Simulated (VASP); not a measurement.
Input of a VASP 6.6.1 run:

INCAR

```
PREC = Accurate ; ENCUT = 700
EDIFF = 1E-6 ; ISMEAR = -1
SIGMA = 0.05 ; LREAL = F
LASPH = T ; NELM = 120
ALGO = Normal ; ISIF = 2
LWAVE = F ; LCHARG = F
GGA = RE ; IVDW = 13
NBANDS = 20 ; GGA_COMPAT = F
```

File KPOINTS:

```
Automatic mesh
0
Gamma
  10 10 10
```

POSCAR

```
CdO
1.0
    0.0000000000      2.3015375624      2.3015375624
    2.3015375624      0.0000000000      2.3015375624
    2.3015375624      2.3015375624      0.0000000000
Cd O
1 1
Direct
    0.0000000000      0.0000000000      0.0000000000
    0.5000000000      0.5000000000      0.5000000000
```

Potentials or basis: VASP PAW PBE potentials, release 64 (Cd_sv_GW, O).

Command:

```bash
$ cat potpaw_PBE.64/Cd_sv_GW/POTCAR potpaw_PBE.64/O/POTCAR > POTCAR
$ mpirun -np 1 vasp_std > vasp.out
```

(1) Predict the dispersion energy per atom.

(2) Predict the band gap on the k mesh.

## Answers

(1) -0.625 eV.

(2) zero (bands 13 and 14 overlap by 0.23 eV).

Caveat: semilocal functionals underestimate gaps, and a narrow one can read as zero.
